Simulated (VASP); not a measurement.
# NaSr (P1) in VASP: single point with PBE

Aim: the single point of NaSr with PBE.

Program: VASP 6.6.1. These are calculated values, not measurements. Logs are shortened: lines on timing, memory, paths and dates and some standing lists are left out, and cuts for length are marked.

## Step 1: The cell of the first run

The typed cell holds 4 atoms: a = 4.170 Å, b = 7.033 Å, c = 7.140 Å, α = 101.31°, β = 89.49°, γ = 108.25°.

## Step 2: Single point, PBE

Input file INCAR:

```
  ALGO = Fast
  EDIFF = 1E-6
  ENCUT = 520
  GGA = PE
  ISIF = 2
  ISMEAR = 0
  LASPH = True
  LCHARG = False
  LREAL = False
  LWAVE = False
  NBANDS = 25
  NELM = 80
  PREC = Accurate
  SIGMA = 0.2
```

Input file KPOINTS:

```
k-points
0
Gamma
  6 6 4
```

Input file POSCAR:

```
NaSr
1.0
   -2.0690942749     -3.6207314974      0.0334544990
   -0.0403145183      2.4988288187     -6.5735300073
    6.1674891441     -3.5962640455      0.0935940657
Na Sr
2 2
Direct
   -0.0003762379     -0.0002172932     -0.0008881997
    0.5012588001      0.0002317800      0.5007658655
    0.2498424048      0.5000975810      0.7500590809
    0.7492750329      0.4998879322      0.2500632532
```

Potentials or basis: VASP PAW PBE potentials, release 64 (Na_pv, Sr_sv).

On the command line:

```sh
cat potpaw_PBE.64/Na_pv/POTCAR potpaw_PBE.64/Sr_sv/POTCAR > POTCAR
mpirun -np 1 vasp_std > vasp.out
```

OUTCAR:

```text
EDIFF = 1E-6
   ENCUT = 520
   GGA = PE
   ISIF = 2
   ISMEAR = 0
   LASPH = True
   LREAL = False
   NELM = 80
   PREC = Accurate

 ion  position               nearest neighbor table
   1  1.000  1.000  0.999-
   2  0.501  0.000  0.501-
   3  0.250  0.500  0.750-   4 4.12   4 4.12   4 4.15   4 4.15
   4  0.749  0.500  0.250-   3 4.12   3 4.12   3 4.15   3 4.15

  LATTYP: Found a triclinic cell.
 ALAT       =     7.0325718967
 B/A-ratio  =     0.5930074770
 C/A-ratio  =     1.0152777561
 COS(alpha) =     0.0088365428
 COS(beta)  =     0.1961722580
 COS(gamma) =     0.3131464533

  Lattice vectors:

 A1 = (   0.0403145183,  -2.4988288187,   6.5735300073)
 A2 = (  -2.0690942749,  -3.6207314974,   0.0334544990)
 A3 = (   6.1674891441,  -3.5962640455,   0.0935940657)

Analysis of symmetry for initial positions (statically):
=====================================================================
 Subroutine PRICEL returns:
 Original cell was already a primitive cell.

 Routine SETGRP: Setting up the symmetry group for a
 triclinic supercell.

 Subroutine GETGRP returns: Found  1 space group operations
 (whereof  1 operations were pure point group operations)
 out of a pool of  2 trial point group operations.

The static configuration has the point symmetry C_1 .

Analysis of symmetry for dynamics (positions and initial velocities):
=====================================================================
 Subroutine PRICEL returns:
 Original cell was already a primitive cell.

 Routine SETGRP: Setting up the symmetry group for a
 triclinic supercell.

 Subroutine GETGRP returns: Found  1 space group operations
 (whereof  1 operations were pure point group operations)
 out of a pool of  2 trial point group operations.

The dynamic configuration has the point symmetry C_1 .

 Subroutine INISYM returns: Found  1 space group operations
 (whereof  1 operations are pure point group operations),
 and found     1 'primitive' translations

----------------------------------------------------------------------------------------

                                     Primitive cell

  volume of cell :     194.6977

  direct lattice vectors                    reciprocal lattice vectors
    -2.069094275 -3.620731497  0.033454499    -0.120218531 -0.208211998 -0.078411385
    -0.040314518  2.498828819 -6.573530007     0.001122601 -0.002054391 -0.152913096
     6.167489144 -3.596264045  0.093594066     0.121816474 -0.069865234 -0.027305304

  length of vectors
     4.170367717  7.032571897  7.140013815     0.252889455  0.152931017  0.143059372

  position of ions in fractional coordinates (direct lattice)
     0.999623762  0.999782707  0.999111800
     0.501258800  0.000231780  0.500765866
     0.249842405  0.500097581  0.750059081
     0.749275033  0.499887932  0.250063253

  ion indices of the primitive-cell ions
   primitive index   ion index
                 1           1
                 2           2
                 3           3
                 4           4

----------------------------------------------------------------------------------------

 KPOINTS: k-points

Automatic generation of k-mesh.
 Grid dimensions read from file:
 generate k-points for:    6    6    4

 Generating k-lattice:

  Cartesian coordinates                     Fractional coordinates (reciprocal lattice)
    -0.020036422 -0.034702000 -0.013068564     0.166666667 -0.000000000  0.000000000
     0.000187100 -0.000342398 -0.025485516    -0.000000000  0.166666667  0.000000000
     0.030454119 -0.017466309 -0.006826326     0.000000000  0.000000000  0.250000000

  Length of vectors
     0.042148243  0.025488503  0.035764843

  Shift w.r.t. Gamma in fractional coordinates (k-lattice)
     0.000000000  0.000000000  0.000000000

 Subroutine IBZKPT returns following result:
 ===========================================

 Found     76 irreducible k-points:

 Following reciprocal coordinates:
            Coordinates               Weight
  0.000000  0.000000  0.000000      1.000000
  0.166667  0.000000 -0.000000      2.000000
  0.333333  0.000000 -0.000000      2.000000
  0.500000  0.000000 -0.000000      1.000000
 -0.000000  0.166667 -0.000000      2.000000
  0.166667  0.166667 -0.000000      2.000000
[... 16 lines left out ...]
  0.333333  0.000000  0.250000      2.000000
  0.500000  0.000000  0.250000      2.000000
 [... further k-points ...]
   k-points           NKPTS =     76   k-points in BZ     NKDIM =     76   number of bands    NBANDS=     25
   number of dos      NEDOS =    301   number of ions     NIONS =      4
   total plane-waves  NPLWV =  93312
   dimension x,y,z NGX =    32 NGY =   54 NGZ =   54
   dimension x,y,z NGXF=    64 NGYF=  108 NGZF=  108
   ions per type =               2   2
   NGX,Y,Z   is equivalent  to a cutoff of  12.76, 12.77, 12.57 a.u.
   NGXF,Y,Z  is equivalent  to a cutoff of  25.51, 25.53, 25.15 a.u.
 SYSTEM =  unknown system
   PREC   = accura    normal or accurate (medium, high low for compatibility)
   ISTART =      0    job   : 0-new  1-cont  2-samecut
   ICHARG =      2    charge: 1-file 2-atom 10-const
   ISPIN  =      1    spin polarized calculation?
   LNONCOLLINEAR =      F non collinear calculations
   LSORBIT =      F    spin-orbit coupling
   LASPH  =      T    aspherical Exc in radial PAW
   ENCUT  =  520.0 eV  38.22 Ry    6.18 a.u.   7.75 13.08 13.28*2*pi/ulx,y,z
   NELM   =     80;   NELMIN=  2; NELMDL= -5     # of ELM steps
   EDIFF  = 0.1E-05   stopping-criterion for ELM
   LREAL  =      F    real-space projection
   EDIFFG = 0.1E-04   stopping-criterion for IOM
   NSW    =      0    number of steps for IOM
   IBRION =     -1    ionic relax: 0-MD 1-quasi-New 2-CG
   NFREE  =      0    steps in history (QN), initial steepest desc. (CG)
   ISIF   =      2    stress and relaxation
   ISYM   =      2    0-nonsym 1-usesym 2-fastsym
   POTIM  = 0.5000    time-step for ionic-motion
   TEBEG  =    0.0;   TEEND  =   0.0 temperature during run
   PSTRESS=    0.0 pullay stress
   NELECT =      34.0000    total number of electrons
   NUPDOWN=      -1.0000    fix difference up-down
   EMIN   =  10.00;   EMAX   =-10.00  energy-range for DOS
   EFERMI =   0.00;   METHOD = LEGACY
   ISMEAR =     0;   SIGMA  =   0.20  broadening in eV -4-tet -1-fermi 0-gaus
   EFERMI_NEDOS =   21; number of points for ismear=-14 and -15
   IALGO  =     68    algorithm
   IMIX   =      4    mixing-type and parameters
     AMIX     =   0.40;   BMIX     =  1.00
     AMIX_MAG =   1.60;   BMIX_MAG =  1.00
  volume/ion in A,a.u.               =      48.67       328.47
  Fermi-wavevector in a.u.,A,eV,Ry     =   0.915056  1.729204 11.392524  0.837327
  Thomas-Fermi vector in A             =   2.039753
   LORBIT       =      0    0 simple, 1 ext, 2 COOP (PROOUT), +10 PAW based schemes
   GGA     = PE    functional components
   LHFCALC =     F    Hartree Fock is set to
   AEXX    =    0.0000 exact exchange contribution
   IVDW    =     0    specifies the selected vdW correction
   LEPSILON=     F    determine dielectric tensor
   LRPA    =     F    only Hartree local field effects (RPA)
 non-spin polarized calculation
 RMM-DIIS sequential band-by-band and
 Gauss-broadening in eV      SIGMA  =   0.20
  energy-cutoff  :      520.00
  volume of cell :      194.70
 maximum number of plane-waves:      5266
   NGX = 15   NGY = 27   NGZ = 27

 number of electron      34.0000015 magnetization

 Free energy of the ion-electron system (eV)
  ---------------------------------------------------
  ext. energy  EPLUGINS =         0.00000000
  ---------------------------------------------------
  free energy    TOTEN  =        -5.65481932 eV

  energy without entropy =       -5.58658858  energy(sigma->0) =       -5.62070395

 E-fermi :   0.8658     XC(G=0):  -6.8332

 val. band max:        0.8625187533   @ k =  -0.3333   0.3333   0.5000
 cond. band min:       0.8751845643   @ k =   0.5000   0.3333   0.5000
 fundamental gap:      0.0126658111
 Fermi energy:         0.8658113690

 k-point     1 :       0.0000    0.0000    0.0000
  band No.  band energies     occupation
      1     -35.8878      2.00000
      2     -35.8732      2.00000
      3     -23.8816      2.00000
      4     -23.8812      2.00000
      5     -23.8799      2.00000
      6     -23.8770      2.00000
[... 17 lines left out ...]
     24       3.3939      0.00000
     25       3.9208      0.00000

 k-point     2 :       0.1667    0.0000   -0.0000
  band No.  band energies     occupation
      1     -35.8853      2.00000
      2     -35.8725      2.00000
      3     -23.8814      2.00000
      4     -23.8810      2.00000
      5     -23.8796      2.00000
      6     -23.8781      2.00000
[... 17 lines left out ...]
     24       3.5398      0.00000
     25       3.6778      0.00000

 k-point     3 :       0.3333    0.0000   -0.0000
  band No.  band energies     occupation
      1     -35.8796      2.00000
      2     -35.8719      2.00000
      3     -23.8815      2.00000
      4     -23.8812      2.00000
      5     -23.8798      2.00000
      6     -23.8795      2.00000
[... 17 lines left out ...]
     24       3.4788      0.00000
     25       4.0420      0.00000

 k-point     4 :       0.5000    0.0000   -0.0000
  band No.  band energies     occupation
      1     -35.8757      2.00000
      2     -35.8726      2.00000
      3     -23.8821      2.00000
      4     -23.8821      2.00000
      5     -23.8801      2.00000
      6     -23.8800      2.00000
[... 17 lines left out ...]
     24       2.7525      0.00000
     25       3.4923      0.00000
[... 477 lines left out ...]
 k-point    22 :       0.1667    0.0000    0.2500
  band No.  band energies     occupation
      1     -35.8837      2.00000
      2     -35.8742      2.00000
      3     -23.8813      2.00000
      4     -23.8806      2.00000
      5     -23.8790      2.00000
      6     -23.8779      2.00000
[... 17 lines left out ...]
     24       3.8873      0.00000
     25       3.9178      0.00000

 k-point    23 :       0.3333    0.0000    0.2500
  band No.  band energies     occupation
      1     -35.8789      2.00000
      2     -35.8726      2.00000
      3     -23.8816      2.00000
      4     -23.8813      2.00000
      5     -23.8801      2.00000
      6     -23.8800      2.00000
[... 17 lines left out ...]
     24       3.3412      0.00000
     25       3.6906      0.00000

 k-point    24 :       0.5000    0.0000    0.2500
  band No.  band energies     occupation
      1     -35.8757      2.00000
      2     -35.8726      2.00000
      3     -23.8831      2.00000
      4     -23.8821      2.00000
      5     -23.8802      2.00000
      6     -23.8801      2.00000
[... 17 lines left out ...]
     24       3.1226      0.00000
     25       3.6425      0.00000

 [... further k-points ...]

------------------------ aborting loop because EDIFF is reached ----------------------------------------

  FORCE on cell =-STRESS in cart. coord.  units (eV):
  Direction    XX          YY          ZZ          XY          YZ          ZX
  --------------------------------------------------------------------------------------
  -------------------------------------------------------------------------------------
  Total       -0.0302827     -0.0079765     -0.0210210      0.0095454      0.0253742      0.0241795
  in kB       -0.2491979     -0.0656394     -0.1729832      0.0785492      0.2088054      0.1989743
  external PRESSURE =      -0.1626068 kB  Pullay stress =       0.0000000 kB

 VOLUME and BASIS-vectors are now :
 -----------------------------------------------------------------------------
  energy-cutoff  :      520.00
  volume of cell :      194.70
      direct lattice vectors                 reciprocal lattice vectors
    -2.069094275 -3.620731497  0.033454499    -0.120218531 -0.208211998 -0.078411385
    -0.040314518  2.498828819 -6.573530007     0.001122601 -0.002054391 -0.152913096
     6.167489144 -3.596264045  0.093594066     0.121816474 -0.069865234 -0.027305304

 POSITION                                       TOTAL-FORCE (eV/Angst)
 -----------------------------------------------------------------------------------
      4.05339     -4.71415     -6.44515         0.002957     -0.002087     -0.001659
      2.05131     -3.61523      0.06211        -0.001826      0.003600      0.001872
      4.08887     -2.35236     -3.20885         0.000768      0.000286      0.000556
     -0.02821     -2.36308     -3.23756        -0.001900     -0.001800     -0.000769
 -----------------------------------------------------------------------------------
    total drift:                               -0.000018     -0.000072      0.000039

  FREE ENERGIE OF THE ION-ELECTRON SYSTEM (eV)
  ---------------------------------------------------
  free  energy   TOTEN  =        -5.6548193210 eV

  energy  without entropy=       -5.5865885813  energy(sigma->0) =       -5.62070395
```

Wall time 3.5 min (1 thread of Intel Xeon 6975P-C (Granite Rapids), shared host); peak memory 0.51 GiB.

What came out:

| Item | Value |
| --- | --- |
| Free energy | -5.6548 eV |
| Pressure | 0.0 GPa |
| Largest force | 0.004 eV/Å |
| Band gap on the k mesh | zero (bands 17 and 18 overlap by 1.67 eV) |

Forces on the atoms (eV/Å):
```
Na   0.003 -0.002 -0.002
Na  -0.002  0.004  0.002
Sr   0.001  0.000  0.001
Sr  -0.002 -0.002 -0.001
```

Levels at points of the mesh, in eV from the Fermi level:
```
           k point  band 15  band 16  band 17  band 18  band 19  band 20
(0.00, 0.00, 0.00)    -3.39    -0.69    -0.39     0.07     0.26     0.42
(0.50, 0.00, 0.00)    -0.85    -0.85     0.28     0.28     0.62     0.63
(0.00, 0.50, 0.00)    -2.76    -2.00    -0.63     0.15     0.25     1.49
(0.50, 0.50, 0.00)    -0.89    -0.89     0.35     0.35     0.61     0.61
(0.00, 0.00, 0.50)    -2.49    -2.49     0.02     0.02     0.86     0.87
(0.50, 0.00, 0.50)    -0.72    -0.60     0.01     0.02     0.28     0.30
(0.00, 0.50, 0.50)    -1.98    -1.98    -1.21    -1.21     1.33     1.33
(0.50, 0.50, 0.50)    -0.76    -0.61    -0.06     0.09     0.27     0.33
```
